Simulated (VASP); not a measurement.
# HgTe (F-43m) in VASP: notebook

Aim: see how the results for HgTe move with the level of theory and the settings. Levels: PBE, r2SCAN, HSE06. Tasks: single point.

Everything below comes from runs of VASP 6.6.1. Logs are shortened: lines on timing, memory, paths and dates and some standing lists are left out, and cuts for length are marked.

**1. The cell of the first run**

It takes space group F-43m (No. 216, cubic). The conventional cell has a = 6.396 Å, b = 6.396 Å, c = 6.396 Å, α = 90.00°, β = 90.00°, γ = 90.00°. Within 3.7 Å of Hg (site symmetry -43m) lie 4 Te at 2.77 Å. Within 3.7 Å of Te (site symmetry -43m) lie 4 Hg at 2.77 Å.

**2. Single point, PBE (strain -2.8%)**

The input, INCAR:

```
SYSTEM = HgTe
  ALGO = Normal
  EDIFF = 1E-7
  ENCUT = 520
  GGA = PE
  ISIF = 2
  ISMEAR = -1
  LASPH = .TRUE.
  LCHARG = .FALSE.
  LREAL = .FALSE.
  LWAVE = .FALSE.
  NBANDS = 16
  NELM = 60
  PREC = Accurate
  SIGMA = 0.02
```

The input, KPOINTS:

```
k-points
0
G
  6 6 6
  0 0 0
```

The input, POSCAR:

```
HgTe
1.0
    0.0000000000      3.1977575874      3.1977575874
    3.1977575874      0.0000000000      3.1977575874
    3.1977575874      3.1977575874      0.0000000000
Hg Te
1 1
Direct
    0.0000000000      0.0000000000      0.0000000000
    0.2500000000      0.2500000000      0.2500000000
```

Potentials or basis: VASP PAW PBE potentials, release 64 (Hg, Te).

Launch:

```console
cat potpaw_PBE.64/Hg/POTCAR potpaw_PBE.64/Te/POTCAR > POTCAR
mpirun -np 1 vasp_std > vasp.out
```

OUTCAR:

```text
SYSTEM = HgTe
   EDIFF = 1E-7
   ENCUT = 520
   GGA = PE
   ISIF = 2
   ISMEAR = -1
   LASPH = .TRUE.
   LREAL = .FALSE.
   NELM = 60
   PREC = Accurate

 ion  position               nearest neighbor table
   1  0.000  0.000  0.000-   2 2.77   2 2.77   2 2.77   2 2.77
   2  0.250  0.250  0.250-   1 2.77   1 2.77   1 2.77   1 2.77

  LATTYP: Found a face centered cubic cell.
 ALAT       =     6.3955151748

  Lattice vectors:

 A1 = (   0.0000000000,   3.1977575874,   3.1977575874)
 A2 = (   3.1977575874,   0.0000000000,   3.1977575874)
 A3 = (   3.1977575874,   3.1977575874,   0.0000000000)

Analysis of symmetry for initial positions (statically):
=====================================================================
 Subroutine PRICEL returns:
 Original cell was already a primitive cell.

 Routine SETGRP: Setting up the symmetry group for a
 face centered cubic supercell.

 Subroutine GETGRP returns: Found 24 space group operations
 (whereof 24 operations were pure point group operations)
 out of a pool of 48 trial point group operations.

The static configuration has the point symmetry T_d .

Analysis of symmetry for dynamics (positions and initial velocities):
=====================================================================
 Subroutine PRICEL returns:
 Original cell was already a primitive cell.

 Routine SETGRP: Setting up the symmetry group for a
 face centered cubic supercell.

 Subroutine GETGRP returns: Found 24 space group operations
 (whereof 24 operations were pure point group operations)
 out of a pool of 48 trial point group operations.

The dynamic configuration has the point symmetry T_d .

 Subroutine INISYM returns: Found 24 space group operations
 (whereof 24 operations are pure point group operations),
 and found     1 'primitive' translations

----------------------------------------------------------------------------------------

                                     Primitive cell

  volume of cell :      65.3983

  direct lattice vectors                    reciprocal lattice vectors
     0.000000000  3.197757587  3.197757587    -0.156359570  0.156359570  0.156359570
     3.197757587  0.000000000  3.197757587     0.156359570 -0.156359570  0.156359570
     3.197757587  3.197757587  0.000000000     0.156359570  0.156359570 -0.156359570

  length of vectors
     4.522312149  4.522312149  4.522312149     0.270822719  0.270822719  0.270822719

  position of ions in fractional coordinates (direct lattice)
     0.000000000  0.000000000  0.000000000
     0.250000000  0.250000000  0.250000000
[... 68 lines left out ...]
   EDIFF  = 0.1E-06   stopping-criterion for ELM
   LREAL  =      F    real-space projection
   EDIFFG = 0.1E-05   stopping-criterion for IOM
   NSW    =      0    number of steps for IOM
   IBRION =     -1    ionic relax: 0-MD 1-quasi-New 2-CG
   NFREE  =      0    steps in history (QN), initial steepest desc. (CG)
   ISIF   =      2    stress and relaxation
   ISYM   =      2    0-nonsym 1-usesym 2-fastsym
   POTIM  = 0.5000    time-step for ionic-motion
   TEBEG  =    0.0;   TEEND  =   0.0 temperature during run
   PSTRESS=    0.0 pullay stress
   NELECT =      18.0000    total number of electrons
   NUPDOWN=      -1.0000    fix difference up-down
   EMIN   =  10.00;   EMAX   =-10.00  energy-range for DOS
   EFERMI =   0.00;   METHOD = LEGACY
   ISMEAR =    -1;   SIGMA  =   0.02  broadening in eV -4-tet -1-fermi 0-gaus
   EFERMI_NEDOS =   21; number of points for ismear=-14 and -15
   IALGO  =     38    algorithm
   IMIX   =      4    mixing-type and parameters
     AMIX     =   0.40;   BMIX     =  1.00
     AMIX_MAG =   1.60;   BMIX_MAG =  1.00
  volume/ion in A,a.u.               =      32.70       220.66
  Fermi-wavevector in a.u.,A,eV,Ry     =   1.064903  2.012375 15.429263  1.134019
  Thomas-Fermi vector in A             =   2.200437
   LORBIT       =      0    0 simple, 1 ext, 2 COOP (PROOUT), +10 PAW based schemes
   GGA     = PE    functional components
   LHFCALC =     F    Hartree Fock is set to
   AEXX    =    0.0000 exact exchange contribution
   IVDW    =     0    specifies the selected vdW correction
   LEPSILON=     F    determine dielectric tensor
   LRPA    =     F    only Hartree local field effects (RPA)
 non-spin polarized calculation
  energy-cutoff  :      520.00
  volume of cell :       65.40
 maximum number of plane-waves:      1807
 NGX is ok and might be reduce to    36
   NGX = 17   NGY = 17   NGZ = 17

 number of electron      17.9999998 magnetization

 Free energy of the ion-electron system (eV)
  ---------------------------------------------------
  ext. energy  EPLUGINS =         0.00000000
  ---------------------------------------------------
  free energy    TOTEN  =        -3.51046181 eV

  energy without entropy =       -3.51010819  energy(sigma->0) =       -3.51028500

 E-fermi :   3.4638     XC(G=0):  -8.8879

 val. band max:        3.4499022584   @ k =   0.0000   0.0000   0.0000
 cond. band min:       4.1542250661   @ k =   0.5000   0.0000   0.0000
 fundamental gap:      0.7043228076
 Fermi energy:         3.4637652297

 k-point     1 :       0.0000    0.0000    0.0000
  band No.  band energies     occupation
      1      -8.7741      2.00000
      2      -4.1035      2.00000
      3      -4.1035      2.00000
      4      -4.1035      2.00000
      5      -3.5347      2.00000
      6      -3.5347      2.00000
[... 281 lines left out ...]
      3      -3.7957      2.00000
      4      -3.6671      2.00000
      5      -3.5176      2.00000
      6      -2.9028      2.00000
[... 8 lines left out ...]
     15      14.4038      0.00000
     16      14.7070      0.00000

------------------------ aborting loop because EDIFF is reached ----------------------------------------

  FORCE on cell =-STRESS in cart. coord.  units (eV):
  Direction    XX          YY          ZZ          XY          YZ          ZX
  --------------------------------------------------------------------------------------
  -------------------------------------------------------------------------------------
  Total        2.2895382      2.2895382      2.2895382      0.0000000     -0.0000000      0.0000000
  in kB       56.0908301     56.0908301     56.0908301      0.0000000     -0.0000000      0.0000000
  external PRESSURE =      56.0908301 kB  Pullay stress =       0.0000000 kB

 VOLUME and BASIS-vectors are now :
 -----------------------------------------------------------------------------
  energy-cutoff  :      520.00
  volume of cell :       65.40
      direct lattice vectors                 reciprocal lattice vectors
     0.000000000  3.197757587  3.197757587    -0.156359570  0.156359570  0.156359570
     3.197757587  0.000000000  3.197757587     0.156359570 -0.156359570  0.156359570
     3.197757587  3.197757587  0.000000000     0.156359570  0.156359570 -0.156359570

 POSITION                                       TOTAL-FORCE (eV/Angst)
 -----------------------------------------------------------------------------------
      0.00000      0.00000      0.00000        -0.000000      0.000000     -0.000000
      1.59888      1.59888      1.59888         0.000000     -0.000000      0.000000
 -----------------------------------------------------------------------------------
    total drift:                                0.000000      0.000000      0.000000

  FREE ENERGIE OF THE ION-ELECTRON SYSTEM (eV)
  ---------------------------------------------------
  free  energy   TOTEN  =        -3.5104618114 eV

  energy  without entropy=       -3.5101081882  energy(sigma->0) =       -3.51028500
```

OSZICAR:

```text
N       E                     dE             d eps       ncg     rms          rms(c)
DAV:   1     0.101299890339E+03    0.10130E+03   -0.80891E+03   528   0.976E+02
DAV:   2    -0.351165478740E+00   -0.10165E+03   -0.94827E+02   584   0.225E+02
DAV:   3    -0.369828054928E+01   -0.33471E+01   -0.33383E+01   640   0.422E+01
DAV:   4    -0.373008857576E+01   -0.31808E-01   -0.31806E-01   760   0.368E+00
DAV:   5    -0.373015943237E+01   -0.70857E-04   -0.70856E-04   664   0.168E-01    0.824E+00
DAV:   6    -0.351988856704E+01    0.21027E+00   -0.40816E-01   624   0.878E+00    0.643E+00
DAV:   7    -0.351130993962E+01    0.85786E-02   -0.10803E-01   528   0.228E+00    0.226E+00
DAV:   8    -0.351039940278E+01    0.91054E-03   -0.12399E-02   592   0.129E+00    0.576E-01
DAV:   9    -0.351041691310E+01   -0.17510E-04   -0.77249E-04   656   0.327E-01    0.147E-01
DAV:  10    -0.351044823559E+01   -0.31322E-04   -0.90839E-05   600   0.834E-02    0.510E-02
DAV:  11    -0.351046483403E+01   -0.16598E-04   -0.42533E-05   600   0.528E-02    0.468E-02
DAV:  12    -0.351046219324E+01    0.26408E-05   -0.51640E-06   584   0.224E-02    0.227E-02
DAV:  13    -0.351046187923E+01    0.31401E-06   -0.10980E-06   624   0.567E-03    0.463E-03
DAV:  14    -0.351046177642E+01    0.10282E-06   -0.31031E-07   600   0.547E-03    0.537E-03
DAV:  15    -0.351046181140E+01   -0.34983E-07   -0.38251E-08   344   0.179E-03
   1 F= -.35104618E+01 E0= -.35102850E+01  d E =-.353623E-03
```

stdout:

```text
POSCAR found type information on POSCAR HgTe
 POSCAR found :  2 types and       2 ions
 scaLAPACK will be used
 LDA part: xc-table for (Slater+PW92), standard interpolation
 POSCAR, INCAR and KPOINTS ok, starting setup
 FFT: planning ... GRIDC
 FFT: planning ... GRID_SOFT
 FFT: planning ... GRID
 WAVECAR not read
 entering main loop
```

Wall time 9.6 s (1 thread of Intel Xeon 6975P-C (Granite Rapids), shared host); peak memory 0.2 GiB.

Results:

* Free energy: -3.5105 eV
* Pressure: 5.6 GPa
* Band gap on the k mesh: zero (filled and empty bands touch)

Caveat: the cell differs from its parent crystal (strain -2.8%); the cell stands under pressure; semilocal functionals underestimate gaps, and a narrow one can read as zero; spin-orbit coupling is left out, which moves the levels of the heavy elements.

**3. Single point, r2SCAN (strain -2.8%)**

POSCAR is that of step 2.

The input, INCAR.step1:

```
PREC     = Accurate       # precision mode
ENCUT    = 520            # plane-wave cutoff, eV
ISMEAR   = -1             # smearing method
SIGMA    = 0.02           # smearing width, eV
LREAL    = False          # projectors in reciprocal space
LASPH    = True           # aspherical terms in the spheres
NELM     = 100            # most SCF steps
NBANDS   = 16             # bands
GGA      = PE             # functional
ALGO     = Normal         # electronic algorithm
EDIFF    = 1E-4           # SCF threshold, eV
LWAVE    = True           # write WAVECAR
LCHARG   = False          # write CHGCAR
```

The input, INCAR.step2:

```
PREC     = Accurate       # precision mode
ENCUT    = 520            # plane-wave cutoff, eV
EDIFF    = 1E-6           # SCF threshold, eV
ISMEAR   = -1             # smearing method
SIGMA    = 0.02           # smearing width, eV
LREAL    = False          # projectors in reciprocal space
LASPH    = True           # aspherical terms in the spheres
NELM     = 100            # most SCF steps
ALGO     = Normal         # electronic algorithm
ISIF     = 2              # what is computed and relaxed
LWAVE    = False          # write WAVECAR
LCHARG   = True           # write CHGCAR
METAGGA  = R2SCAN         # meta-GGA
LMIXTAU  = True         
LELF     = True           # ELF
LVHAR    = True         
NBANDS   = 16             # bands
ISTART   = 1
```

The input, KPOINTS:

```
Automatic mesh
0
Gamma
  6 6 6
```

Potentials or basis: VASP PAW PBE potentials, release 64 (Hg, Te).

Launch:

```console
cat potpaw_PBE.64/Hg/POTCAR potpaw_PBE.64/Te/POTCAR > POTCAR
cp INCAR.step1 INCAR
mpirun -np 1 vasp_std > vasp.out
cp INCAR.step2 INCAR
mpirun -np 1 vasp_std > vasp.out
```

Wall time 33 s (1 thread of Intel Xeon 6975P-C (Granite Rapids), shared host); peak memory 0.21 GiB.

It converged, with:

* Free energy: -75.0828 eV
* Pressure: 4.2 GPa
* Band gap on the k mesh: zero (filled and empty bands touch)

Levels at points of the mesh, in eV from the Fermi level:
| k point | band 5 | band 6 | band 7 | band 8 | band 9 | band 10 | band 11 | band 12 | band 13 | band 14 |
| --- | --- | --- | --- | --- | --- | --- | --- | --- | --- | --- |
| (0.00, 0.00, 0.00) | -7.25 | -7.25 | -0.34 | -0.01 | -0.01 | -0.01 | 4.48 | 4.48 | 4.48 | 6.80 |
| (0.50, 0.00, 0.00) | -7.22 | -6.90 | -5.90 | -1.11 | -1.11 | 0.94 | 5.32 | 5.32 | 7.14 | 8.46 |
| (0.50, 0.50, 0.00) | -7.17 | -6.72 | -5.79 | -2.52 | -2.52 | 2.05 | 2.63 | 8.84 | 9.56 | 9.56 |

Caveat: the cell differs from its parent crystal (strain -2.8%); the cell stands under pressure; semilocal functionals underestimate gaps, and a narrow one can read as zero; the PAW data sets were made with another functional, which shifts forces and pressure a little; spin-orbit coupling is left out, which moves the levels of the heavy elements.

**4. Single point, HSE06 (strain -2.8%)**

POSCAR is that of step 3.

The input, INCAR.step1:

```
PREC = Accurate
ENCUT = 520
EDIFF = 1E-5
ISMEAR = -1
SIGMA = 0.02
LREAL = False
LASPH = True
NELM = 60
ALGO = Normal
ISIF = 2
LWAVE = True
LCHARG = False
NBANDS = 16
GGA = PE
```

The input, INCAR.step2:

```
PREC = Accurate
ENCUT = 520
EDIFF = 1E-6
ISMEAR = -1
SIGMA = 0.02
LREAL = False
LASPH = True
NELM = 60
ALGO = Normal
ISIF = 2
LWAVE = False
LCHARG = False
GGA = PE
LHFCALC = True
HFSCREEN = 0.2079
PRECFOCK = Normal
NBANDS = 16
ISTART = 1
```

The input, KPOINTS:

```
regular mesh
0
Gamma
  4 4 4
```

Launch:

```console
cat potpaw_PBE.64/Hg/POTCAR potpaw_PBE.64/Te/POTCAR > POTCAR
cp INCAR.step1 INCAR
mpirun -np 1 vasp_std > vasp.out
cp INCAR.step2 INCAR
mpirun -np 1 vasp_std > vasp.out
```

Wall time 6.6 min (1 thread of Intel Xeon 6975P-C (Granite Rapids), shared host); peak memory 0.31 GiB.

The run converged. Its results:

* Free energy: -4.5940 eV
* Pressure: 4.3 GPa
* Band gap on the k mesh: zero (filled and empty bands touch)

Levels at points of the mesh, in eV from the Fermi level:
```
           k point  band 7  band 8  band 9  band 10  band 11  band 12
(0.00, 0.00, 0.00)   -0.04   -0.02   -0.02    -0.02     4.91     4.91
(0.50, 0.00, 0.00)   -6.16   -1.17   -1.17     1.36     5.77     5.77
(0.50, 0.50, 0.00)   -6.08   -2.64   -2.64     2.56     2.97     9.39
```

Caveat: the k points lie up to 0.43 Å⁻¹ apart; the cell differs from its parent crystal (strain -2.8%); the PAW data sets were made with another functional, which shifts forces and pressure a little; spin-orbit coupling is left out, which moves the levels of the heavy elements.

**5. Overview**

```csv
level,k mesh,grid for exact exchange (PRECFOCK),share of exact exchange,screening parameter,gap on the mesh (eV),pressure (GPa)
PBE,6 × 6 × 6,-,-,-,none,5.6
r2SCAN,6 × 6 × 6,-,-,-,none,4.2
HSE06,4 × 4 × 4,Normal,0.25,0.2079 1/Å,none,4.3
```

Alike in all rows: task single point; potentials or basis VASP PAW PBE potentials, release 64 (Hg, Te); no spin polarisation; cell as given; cutoff (eV) 520; smearing fermi-dirac 0.02 eV.

Caveats: some runs use coarse meshes; spin-orbit coupling is left out, which moves the levels of the heavy elements; the cell stands under pressure (at least some runs); semilocal functionals underestimate gaps, and a narrow one can read as zero (at least some runs); the PAW data sets were made with another functional, which shifts forces and pressure a little (at least some runs).

Total energies depend on the potentials used, so only differences within one code and one set of settings carry meaning.

The gap in the log of VASP goes by the Fermi energy; the results here count the filled bands.